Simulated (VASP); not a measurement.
Here is a VASP 6.6.1 calculation.

File INCAR:

```
SYSTEM = C
PREC = Accurate
ENCUT = 600
EDIFF = 1E-6
ISMEAR = -1
SIGMA = 0.05
LREAL = .False.
LASPH = .True.
NELM = 120
ALGO = Normal
ISIF = 2
LWAVE = .False.
LCHARG = .True.
GGA = PE
LELF = .True.
LVHAR = .True.
NBANDS = 16
GGA_COMPAT = .False.
```

Contents of KPOINTS:

```
regular mesh
0
Gamma
  9 9 4
  0 0 0
```

Contents of POSCAR:

```
C
1.0
    2.5031953710      0.0000000000      0.0000000000
   -1.2515976855      2.1678307819      0.0000000000
    0.0000000000      0.0000000000      4.1688692747
C
4
Direct
    0.3333333333      0.6666666667      0.0002313176
    0.6666666667      0.3333333333      0.5002313176
    0.3333333333      0.6666666667      0.3747686824
    0.6666666667      0.3333333333      0.8747686824
```

Potentials or basis: VASP PAW PBE potentials, release 64 (C).

The run is started by

```sh
$ cat potpaw_PBE.64/C/POTCAR > POTCAR
$ mpirun -np 1 vasp_std > vasp.out
```

Task: Predict the pressure.

Result: 4.2 GPa.

Task: What does it give for the largest force?

Result: 0.016 eV/Å.

Stress tensor (GPa, compression positive):
```
4.46 0.00 0.00
0.00 4.46 0.00
0.00 0.00 3.59
```

Caveat: the cell stands under pressure.
